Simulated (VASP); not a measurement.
Crystal: CsCaF4.

```
Cs Ca F
1.0
     3.85642    0.00000    0.00000
     0.00000    3.85642    0.00000
     0.00000    0.00000    6.64706
Cs Ca F
1 1 4
Direct
  0.50000 0.50000 0.50000
  0.00000 0.00000 0.00000
  0.50000 0.00000 0.00000
  0.00000 0.50000 0.00000
  0.00000 0.00000 0.27700
  0.00000 0.00000 0.72300
```

```yaml
Program: VASP 6.6.1
Task: relaxation of cell and atoms
Functional: PBE
Potentials_or_basis: VASP PAW PBE potentials, release 64 (Cs_sv, Ca_sv, F)
Cutoff: 600 eV
k_mesh: 8 × 8 × 5
Occupations: fermi-dirac, width 0.1322 eV
Spin: no spin polarisation
```

At the start: pressure 30.6 GPa; volume 16.48 Å³/atom.

**Question.** How do energy, volume and symmetry change on relaxing?

**Answer.** Over 17 steps the energy falls by 696.8 meV/atom and the volume is 22.16 Å³/atom (+34.5 %); space group P4/mmm (No. 123, to 0.1 Å) before and after.

Step by step:
| step | energy change (eV) | largest force (eV/Å) | pressure (GPa) | volume (Å³) |
| --- | --- | --- | --- | --- |
| 1 | 0.0000 | 6.2567 | 30.57 | 98.85 |
| 2 | -3.9005 | 0.3019 | -2.23 | 150.95 |
| 3 | -3.9917 | 0.0342 | 1.18 | 138.29 |
| 4 | -3.9980 | 0.1117 | 0.40 | 140.84 |
| 5 | -3.9973 | 0.0849 | 0.67 | 139.90 |
| 6 | -4.0862 | 0.0297 | -0.26 | 141.88 |
| 7 | -4.1183 | 0.0537 | -1.06 | 143.73 |
| 8 | -4.1388 | 0.1896 | -0.35 | 140.37 |
| 9 | -4.1422 | 0.2773 | 0.06 | 138.54 |
| 10 | -4.1515 | 0.2336 | 0.06 | 137.76 |
| 11 | -4.1715 | 0.1129 | 0.09 | 135.42 |
| 12 | -4.1714 | 0.1795 | 0.30 | 130.74 |
| 13 | -4.1791 | 0.0255 | 0.15 | 133.51 |
| 14 | -4.1798 | 0.0198 | 0.18 | 132.76 |
| 15 | -4.1797 | 0.0332 | -0.30 | 133.81 |
| 16 | -4.1807 | 0.0262 | -0.06 | 133.27 |
| 17 | -4.1809 | 0.0036 | 0.03 | 132.95 |

Final structure:
```
Cs Ca F
1.0
     4.42083    0.00000    0.00000
     0.00000    4.42083    0.00000
     0.00000    0.00000    6.80258
Cs Ca F
1 1 4
Cartesian
  2.2104 2.2104 3.4013
  0.0000 0.0000 0.0000
  2.2104 0.0000 0.0000
  0.0000 2.2104 0.0000
  0.0000 0.0000 2.2664
  0.0000 0.0000 4.5362
```

Caveat: the volume moved by over 15 % at a fixed basis, so the end points are rough; an odd number of electrons without spin polarisation forces a metal; a magnetic or distorted state may lie lower.
